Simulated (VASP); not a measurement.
Write the native input for VASP 6.6.1 that does the following.

| Property | Result |
| --- | --- |
| Task | electric field gradients |
| Functional | PBE |
| Potentials or basis | VASP PAW PBE potentials, release 64 (Mo_sv, Bi_d) |
| Cutoff | 520 eV |
| k mesh | 11 × 11 × 11 |
| Occupations | fermi-dirac, width 0.08 eV |
| Spin | no spin polarisation |
| Dipole correction | no |
| Further INCAR settings | ALGO = Normal; EDIFF = 1e-08; NBANDS = 22 |

The structure of BiMo (zincblende type) lies in POSCAR:

```
BiMo
1.0
    0.0000000000      3.1993105283      3.1993105283
    3.1993105283      0.0000000000      3.1993105283
    3.1993105283      3.1993105283      0.0000000000
Mo Bi
1 1
Direct
    0.0000000000      0.0000000000      0.0000000000
    0.2500000000      0.2500000000      0.2500000000
```

This cell differs from its parent crystal: volume scaled by 1.04.

These files were run (other wordings do the same):

INCAR

```
SYSTEM = BiMo
PREC     = Accurate       ! precision mode
ENCUT    = 520            ! plane-wave cutoff, eV
EDIFF    = 1E-8           ! SCF threshold, eV
ISMEAR   = -1             ! smearing method
SIGMA    = 0.08           ! smearing width, eV
LREAL    = .False.        ! projectors in reciprocal space
LASPH    = .True.         ! aspherical terms in the spheres
NELM     = 80             ! most SCF steps
ALGO     = Normal         ! electronic algorithm
ISIF     = 2              ! what is computed and relaxed
LWAVE    = .False.        ! write WAVECAR
LCHARG   = .False.        ! write CHGCAR
GGA      = PE             ! functional
LEFG     = .True.       
NBANDS   = 22             ! bands
```

KPOINTS

```
regular mesh
0
Gamma
  11 11 11
  0 0 0
```

Potentials or basis: VASP PAW PBE potentials, release 64 (Mo_sv, Bi_d).

Command:

```bash
$ cat potpaw_PBE.64/Mo_sv/POTCAR potpaw_PBE.64/Bi_d/POTCAR > POTCAR
$ mpirun -np 1 vasp_std > vasp.out
```

Results of the run:

* Pressure: -2.3 GPa

Caveat: without QUAD_EFG the Cq values of the log hold for a quadrupole moment of 1 mb, not for the nuclei.

It took 36 s on 1 thread of Intel(R) Xeon(R) 6975P-C (Granite Rapids), with other jobs on the host, peak memory 0.25 GiB.
